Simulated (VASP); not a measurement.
Here is a VASP 6.6.1 calculation.

Contents of INCAR:

```
SYSTEM = Cu
PREC = Accurate ; ENCUT = 820
EDIFF = 1E-6 ; ISMEAR = -1
SIGMA = 0.1 ; LREAL = .FALSE.
LASPH = .TRUE. ; NELM = 120
ALGO = Normal ; ISIF = 2
LWAVE = .FALSE. ; LCHARG = .TRUE.
LELF = .TRUE. ; LVHAR = .TRUE.
NBANDS = 16 ; GGA_COMPAT = .FALSE.
```

KPOINTS

```
regular mesh
0
G
  26 26 26
  0 0 0
```

File POSCAR:

```
Cu
1.0
    0.0000000000      1.7561229976      1.7561229976
    1.7561229976      0.0000000000      1.7561229976
    1.7561229976      1.7561229976      0.0000000000
Cu
1
Direct
    0.0000000000      0.0000000000      0.0000000000
```

Potentials or basis: VASP PAW LDA potentials, release 64 (Cu_sv_GW).

The run is started by

```sh
$ cat potpaw_LDA.64/Cu_sv_GW/POTCAR > POTCAR
$ mpirun -np 1 vasp_std > vasp.out
```

(1) Estimate the pressure.

(2) Estimate the band gap on the k mesh.

Results:

(1) 0.2 GPa.

(2) zero (an odd number of electrons rules out a gap without spin polarisation).
